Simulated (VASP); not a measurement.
A run of VASP 6.6.1 is set up as follows.

The input INCAR:

```
SYSTEM = HfO2
ALGO     = Normal         ! electronic algorithm
EDIFF    = 1E-6           ! SCF threshold, eV
ENCUT    = 520            ! plane-wave cutoff, eV
GGA      = PE             ! functional
ISIF     = 2              ! what is computed and relaxed
ISMEAR   = 0              ! smearing method
LASPH    = .TRUE.         ! aspherical terms in the spheres
LCHARG   = .FALSE.        ! write CHGCAR
LREAL    = .FALSE.        ! projectors in reciprocal space
LWAVE    = .FALSE.        ! write WAVECAR
NBANDS   = 31             ! bands
NELM     = 80             ! most SCF steps
PREC     = Accurate       ! precision mode
SIGMA    = 0.05           ! smearing width, eV
```

The input KPOINTS:

```
k-points
0
G
  6 6 6
  0 0 0
```

The input POSCAR:

```
HfO2
1.0
    3.5580193300      0.0000000000      0.0000000000
    0.0000000000      3.5580193300      0.0000000000
    0.0000000000      0.0000000000      5.1718612100
Hf O
2 4
Direct
    0.4268522076      0.5000000000      0.5288506422
    0.0000000000      0.0000000000      0.0000000000
    0.0000000000      0.5000000000      0.6972078800
    0.5000000000      0.0000000000      0.8027921200
    0.5000000000      0.0000000000      0.3027921200
    0.0000000000      0.5000000000      0.1972078800
```

Potentials or basis: VASP PAW PBE potentials, release 64 (Hf_pv, O).

The run is started by

```sh
$ cat potpaw_PBE.64/Hf_pv/POTCAR potpaw_PBE.64/O/POTCAR > POTCAR
$ mpirun -np 1 vasp_std > vasp.out
```

Task: Estimate the largest force.

Result: 9.112 eV/Å.

Task: Estimate the pressure.

Result: 14.8 GPa.

Task: What does it give for the band gap on the k mesh?

Result: 4.12 eV (least direct gap 4.19 eV).

Forces on the atoms (eV/Å):
```
Hf   6.769  0.000 -6.099
Hf  -0.149  0.000  2.554
O   -6.295  0.000  3.538
O   -0.314  0.000 -0.349
O   -0.543  0.000  0.725
O    0.532  0.000 -0.368
```

Caveat: the cell differs from its parent crystal (atom 1 (Hf) moved +0.300 Å towards its neighbour atom 3 (O) at 2.051 Å); the stress differs along the axes, from 2 to 31 GPa; spin-orbit coupling is left out, which moves the levels of the heavy elements; forces of over 1 eV/Å act on the atoms, so gaps and moduli don't describe the material at rest. A k mesh can miss the band edges.
